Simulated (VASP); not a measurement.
Write the native input for VASP 6.6.1 that does the following.

```yaml
Task: relaxation of the atoms
Functional: PBE
Dispersion: D3(BJ)
Potentials_or_basis: VASP PAW PBE potentials, release 64 (Te, Cd)
Cutoff: 520 eV
k_mesh: 2 × 2 × 1
Occupations: gaussian, width 0.05 eV
Spin: no spin polarisation
Dipole_correction: yes
Atoms_held_fixed_from_0: "[0, 1, 2, 3, 8, 9, 10, 11]"
Further_INCAR_settings: LREAL = Auto; ALGO = Normal; EDIFF = 1e-06; IBRION = 2; EDIFFG = -0.03; NSW = 90
```

The structure of CdTe lies in POSCAR:

```
CdTe
1.0
    9.2158675326      0.0000000000      0.0000000000
   -4.6079337663      7.9811754012      0.0000000000
    0.0000000000      0.0000000000     20.7029527067
Te Cd
8 8
Selective dynamics
Direct
    0.5000000000      0.0000000000      0.3864183101  F F F
    0.5000000000      0.5000000000      0.3864183101  F F F
    0.0000000000      0.0000000000      0.3864183101  F F F
    0.0000000000      0.5000000000      0.3864183101  F F F
    0.6666666667      0.8333333333      0.5681490139  T T T
    0.6666666667      0.3333333333      0.5681490139  T T T
    0.1666666667      0.8333333333      0.5681490139  T T T
    0.1666666667      0.3333333333      0.5681490139  T T T
    0.1666666667      0.8333333333      0.4318509861  F F F
    0.1666666667      0.3333333333      0.4318509861  F F F
    0.6666666667      0.8333333333      0.4318509861  F F F
    0.6666666667      0.3333333333      0.4318509861  F F F
    0.3333333333      0.6666666667      0.6135816899  T T T
    0.3333333333      0.1666666667      0.6135816899  T T T
    0.8333333333      0.6666666667      0.6135816899  T T T
    0.8333333333      0.1666666667      0.6135816899  T T T
```

One way to write it, as run:

INCAR

```
SYSTEM = CdTe
  ALGO = Normal
  DIPOL = 0.5 0.5 0.500
  EDIFF = 1E-6
  EDIFFG = -0.03
  ENCUT = 520
  GGA = PE
  IBRION = 2
  IDIPOL = 3
  ISIF = 2
  ISMEAR = 0
  IVDW = 12
  LASPH = .TRUE.
  LCHARG = .FALSE.
  LDIPOL = .TRUE.
  LREAL = Auto
  LUSENCCL = .FALSE.
  LWAVE = .FALSE.
  NELM = 60
  NSW = 90
  PREC = Accurate
  SIGMA = 0.05
```

KPOINTS

```
k-points
0
G
  2 2 1
  0 0 0
```

Potentials or basis: VASP PAW PBE potentials, release 64 (Te, Cd).

Run with:

```bash
$ cat potpaw_PBE.64/Te/POTCAR potpaw_PBE.64/Cd/POTCAR > POTCAR
$ mpirun -np 1 vasp_std > vasp.out
```

Results of the run:

The energy gained by relaxing is 31.8 meV/atom and the ionic steps are 10. The band gap on the k mesh is zero (filled and empty bands touch) and the dispersion energy per atom is -0.237 eV.

Caveat: the k points lie up to 0.39 Å⁻¹ apart; spin-orbit coupling is left out, which moves the levels of the heavy elements.

Wall time 5.2 min on 1 × NVIDIA H100 80GB with 1 thread of Intel(R) Xeon(R) Platinum 8481C CPU @ 2.70GHz (Sapphire Rapids), on a shared host, peak memory 1.9 GiB.
